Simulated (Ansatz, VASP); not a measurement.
Al5Cu: VASP beside Ansatz

```
Al Cu
1.0
     4.93873    0.00000    0.00000
    -2.46936    4.27706    0.00000
     0.00000    0.00000    4.45928
Al Cu
5 1
Cartesian
  2.4694 1.4257 0.0000
  0.0000 2.8514 0.0000
  1.5971 0.0000 2.2296
  -0.7986 1.3831 2.2296
  1.6708 2.8939 2.2296
  0.0000 0.0000 0.0000
```

Alike in both runs: task relaxation of cell and atoms; functional PBE; k mesh 12 × 12 × 8; occupations gaussian, width 0.1 eV; no spin polarisation.

|  | VASP | Ansatz |
| --- | --- | --- |
| version | VASP 6.6.1 | Ansatz 0.2.0 |
| potentials or method | VASP PAW PBE potentials, release 64 (Al, Cu), cutoff 600 eV | scalar-relativistic, plane waves, PAW |
| valence electrons in the cell | 26 | 34 |

|  | VASP | Ansatz | Ansatz less VASP |
| --- | --- | --- | --- |
| gap on the k mesh at the Fermi level, each at its own relaxed structure (eV) | none | none | - |
| relaxed volume (Å³/atom) | 15.72 | 15.71 | -0.005 |
| relaxed length of the cell vector where the two differ most in proportion (Å) | 4.566 | 4.565 | -0.0005 |

A gap of «none» marks a metal or a gap that the smearing closes. VASP's potentials hold 26 valence electrons a cell and Ansatz's 34, so a difference there can come from the potentials and not from the codes.
